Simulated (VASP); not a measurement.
# TmC (Pm-3m) in VASP: single point with PBE+U

Aim: the single point of TmC with PBE+U.

Everything below comes from runs of VASP 6.6.1. Logs are shortened: lines on timing, memory, paths and dates and some standing lists are left out, and cuts for length are marked.

### 1 The cell of the first run

Symmetry: Pm-3m, No. 221, cubic system. The conventional cell has a = 2.952 Å, b = 2.952 Å, c = 2.952 Å, α = 90.00°, β = 90.00°, γ = 90.00°. Tm (site symmetry m-3m) has 8 C at 2.56 Å and 6 Tm at 2.95 Å within 3.4 Å. Within 3.4 Å of C (site symmetry m-3m) lie 8 Tm at 2.56 Å and 6 C at 2.95 Å.

### 2 Single point, PBE+U, collinear spin, ferromagnetic start

INCAR reads:

```
SYSTEM = TmC
PREC = Accurate ; ENCUT = 520
EDIFF = 1E-6 ; ISMEAR = 0
SIGMA = 0.05 ; LREAL = .FALSE.
LASPH = .TRUE. ; NELM = 150
ALGO = Normal ; ISIF = 2
LWAVE = .FALSE. ; LCHARG = .TRUE.
ISPIN = 2 ; MAGMOM = 2 0
LORBIT = 11 ; LMAXMIX = 6
LDAU = .TRUE. ; LDAUTYPE = 2
LDAUL = 3 -1 ; LDAUU = 6 0
LDAUJ = 0 0 ; LDAUPRINT = 1
GGA = PE ; LELF = .TRUE.
LVHAR = .TRUE. ; NBANDS = 24
```

KPOINTS reads:

```
Automatic mesh
0
G
  5 5 5
  0 0 0
```

POSCAR reads:

```
TmC
1.0
    2.9524307126      0.0000000000      0.0000000000
    0.0000000000      2.9524307126      0.0000000000
    0.0000000000      0.0000000000      2.9524307126
Tm C
1 1
Direct
    0.0000000000      0.0000000000      0.0000000000
    0.5000000000      0.5000000000      0.5000000000
```

Potentials or basis: VASP PAW PBE potentials, release 64 (Tm, C).

Run with:

```console
cat potpaw_PBE.64/Tm/POTCAR potpaw_PBE.64/C/POTCAR > POTCAR
mpirun -np 1 vasp_std > vasp.out
```

OUTCAR:

```text
SYSTEM = TmC
   PREC = Accurate
   ENCUT = 520
   EDIFF = 1E-6
   ISMEAR = 0
   LREAL = .FALSE.
   LASPH = .TRUE.
   NELM = 150
   ISIF = 2
   ISPIN = 2
   LORBIT = 11
   GGA = PE

 ion  position               nearest neighbor table
   1  0.000  0.000  0.000-   2 2.56   2 2.56   2 2.56   2 2.56   2 2.56   2 2.56   2 2.56   2 2.56

   2  0.500  0.500  0.500-   1 2.56   1 2.56   1 2.56   1 2.56   1 2.56   1 2.56   1 2.56   1 2.56

  LATTYP: Found a simple cubic cell.
 ALAT       =     2.9524307126

  Lattice vectors:

 A1 = (   2.9524307126,   0.0000000000,   0.0000000000)
 A2 = (   0.0000000000,   2.9524307126,   0.0000000000)
 A3 = (   0.0000000000,   0.0000000000,   2.9524307126)

Analysis of symmetry for initial positions (statically):
=====================================================================
 Subroutine PRICEL returns:
 Original cell was already a primitive cell.

 Routine SETGRP: Setting up the symmetry group for a
 simple cubic supercell.

 Subroutine GETGRP returns: Found 48 space group operations
 (whereof 48 operations were pure point group operations)
 out of a pool of 48 trial point group operations.

The static configuration has the point symmetry O_h .

Analysis of symmetry for dynamics (positions and initial velocities):
=====================================================================
 Subroutine PRICEL returns:
 Original cell was already a primitive cell.

 Routine SETGRP: Setting up the symmetry group for a
 simple cubic supercell.

 Subroutine GETGRP returns: Found 48 space group operations
 (whereof 48 operations were pure point group operations)
 out of a pool of 48 trial point group operations.

The dynamic configuration has the point symmetry O_h .

Analysis of structural, dynamic, and magnetic symmetry:
=====================================================================
 Subroutine PRICEL returns:
 Original cell was already a primitive cell.

 Routine SETGRP: Setting up the symmetry group for a
 simple cubic supercell.

[... 168 lines left out ...]
  o =  0.9947  v =  0.0000  0.0000  0.0000  0.0000  0.0000  0.0000  0.0000  0.0000  0.0000  0.0000 -0.0000 -0.0003  1.0000 -0.0002      0.0000  0.0000  0.0000  0.0000  0.0000  0.0000  0.0000  0.0000  0.0000  0.0000  0.0000  0.0000  0.0000  0.0000
  o =  0.9981  v =  0.0000  0.0000 -0.0000 -0.0000  0.0001  1.0000  0.0001  0.0000  0.0000  0.0000  0.0000  0.0000  0.0000  0.0000      0.0000  0.0000  0.0000  0.0000  0.0000  0.0000  0.0000  0.0000  0.0000  0.0000  0.0000  0.0000  0.0000  0.0000
  o =  0.9981  v = -0.0002 -0.0000  0.0003 -0.0000 -0.7906  0.0001 -0.6124  0.0000  0.0000  0.0000  0.0000  0.0000  0.0000  0.0000      0.0000  0.0000  0.0000  0.0000  0.0000  0.0000  0.0000  0.0000  0.0000  0.0000  0.0000  0.0000  0.0000  0.0000
  o =  0.9981  v =  0.6124  0.0000 -0.7906  0.0000 -0.0003 -0.0000 -0.0002  0.0000  0.0000  0.0000  0.0000  0.0000  0.0000  0.0000      0.0000  0.0000  0.0000  0.0000  0.0000  0.0000  0.0000  0.0000  0.0000  0.0000  0.0000  0.0000  0.0000  0.0000

 number of electron      26.9999995 magnetization       1.0317887

 Free energy of the ion-electron system (eV)
  ---------------------------------------------------
  ext. energy  EPLUGINS =         0.00000000
  ---------------------------------------------------
  free energy    TOTEN  =       -10.23077425 eV

  energy without entropy =      -10.22626644  energy(sigma->0) =      -10.22852034

 E-fermi :   4.0116     XC(G=0): -12.7400

 val. band max:        3.9800089440   @ k =   0.4000   0.2000   0.0000
 cond. band min:       4.0627769936   @ k =   0.2000   0.2000   0.0000
 fundamental gap:      0.0827680496
 Fermi energy:         4.0115877471

 spin component 1

 k-point     1 :       0.0000    0.0000    0.0000
  band No.  band energies     occupation
      1     -44.5659      1.00000
      2     -17.3052      1.00000
      3     -17.3052      1.00000
      4     -17.3052      1.00000
      5      -7.2280      1.00000
      6       1.3992      1.00000
[... 259 lines left out ...]
     23      20.4425      0.00000
     24      26.9925      0.00000
 Fermi energy:         4.0115877471

 spin component 2

 k-point     1 :       0.0000    0.0000    0.0000
  band No.  band energies     occupation
      1     -44.0406      1.00000
      2     -16.9281      1.00000
      3     -16.9281      1.00000
      4     -16.9281      1.00000
      5      -7.3934      1.00000
      6       2.6934      1.00000
[... 259 lines left out ...]
     23      20.5099      0.00000
     24      27.2468      0.00000

------------------------ aborting loop because EDIFF is reached ----------------------------------------

  FORCE on cell =-STRESS in cart. coord.  units (eV):
  Direction    XX          YY          ZZ          XY          YZ          ZX
  --------------------------------------------------------------------------------------
  -------------------------------------------------------------------------------------
  Total        3.0115184      3.0115184      3.0115184      0.0000000      0.0000000     -0.0000000
  in kB      187.4808713    187.4808713    187.4808713      0.0000000      0.0000000     -0.0000000
  external PRESSURE =     187.4808713 kB  Pullay stress =       0.0000000 kB

 VOLUME and BASIS-vectors are now :
 -----------------------------------------------------------------------------
  energy-cutoff  :      520.00
  volume of cell :       25.74
      direct lattice vectors                 reciprocal lattice vectors
     2.952430713  0.000000000  0.000000000     0.338703969  0.000000000  0.000000000
     0.000000000  2.952430713  0.000000000     0.000000000  0.338703969  0.000000000
     0.000000000  0.000000000  2.952430713     0.000000000  0.000000000  0.338703969

 POSITION                                       TOTAL-FORCE (eV/Angst)
 -----------------------------------------------------------------------------------
      0.00000      0.00000      0.00000         0.000000      0.000000      0.000000
      1.47622      1.47622      1.47622         0.000000      0.000000      0.000000
 -----------------------------------------------------------------------------------
    total drift:                                0.000000      0.000000      0.000000

  FREE ENERGIE OF THE ION-ELECTRON SYSTEM (eV)
  ---------------------------------------------------
  free  energy   TOTEN  =       -10.2307742491 eV

  energy  without entropy=      -10.2262664354  energy(sigma->0) =      -10.22852034

 total charge

# of ion       s       p       d       f       tot
--------------------------------------------------
    1        2.158   6.103   0.596  12.613  21.470
    2        0.924   1.327   0.000   0.000   2.251
--------------------------------------------------
tot          3.082   7.430   0.596  12.613  23.721

 magnetization (x)

# of ion       s       p       d       f       tot
--------------------------------------------------
    1        0.001  -0.015   0.001   1.212   1.199
    2       -0.016  -0.093   0.000   0.000  -0.110
--------------------------------------------------
tot         -0.015  -0.108   0.001   1.212   1.090
```

OSZICAR:

```text
N       E                     dE             d eps       ncg     rms          rms(c)
DAV:   1     0.149148976328E+03    0.14915E+03   -0.91121E+03  1384   0.733E+03
DAV:   2     0.105915474129E+02   -0.13856E+03   -0.12784E+03  1344   0.810E+02
[... 27 lines left out ...]
DAV:  30    -0.102300777359E+02   -0.14595E-02   -0.23814E-03  1672   0.203E+00    0.175E+00
DAV:  31    -0.102304136994E+02   -0.33596E-03   -0.75431E-04  1800   0.808E-01    0.126E+00
DAV:  32    -0.102306425241E+02   -0.22882E-03   -0.13563E-03  1664   0.706E-01    0.342E-01
DAV:  33    -0.102307646889E+02   -0.12216E-03   -0.26226E-04  1616   0.942E-01    0.509E-02
DAV:  34    -0.102307747806E+02   -0.10092E-04   -0.34930E-05  1784   0.267E-01    0.613E-02
DAV:  35    -0.102307742491E+02    0.53142E-06   -0.86391E-06  1256   0.756E-02
   1 F= -.10230774E+02 E0= -.10228520E+02  d E =-.450781E-02  mag=     1.0320
```

Run time: 1.8 min. Hardware: 1 thread of Intel Xeon 8259CL, shared host; peak memory 0.17 GiB.

What came out:

```
Free energy                                           : -10.2308 eV
Pressure                                              : 18.7 GPa
Band gap on the k mesh                                : zero (filled and empty bands overlap)
Net moment                                            : 1.03 μB per cell
Site moments                                          : Tm +1.20; C -0.11 μB
Valence electrons inside the program's atomic spheres : Tm 21.47; C 2.25
```

Eigenvalues of the final occupation matrices:
```tsv
site	spin	trace	eigenvalues
site 1 f	1	6.92	0.97 0.99 0.99 0.99 1.00 1.00 1.00
site 1 f	2	5.71	0.02 0.90 0.90 0.90 0.99 0.99 0.99
```

Caveat: the k points lie up to 0.43 Å⁻¹ apart; the magnetic or orbital state may not be the lowest; spin-orbit coupling is left out, which moves the levels of the heavy elements. The state reached can hang on the start; a lower one may exist.
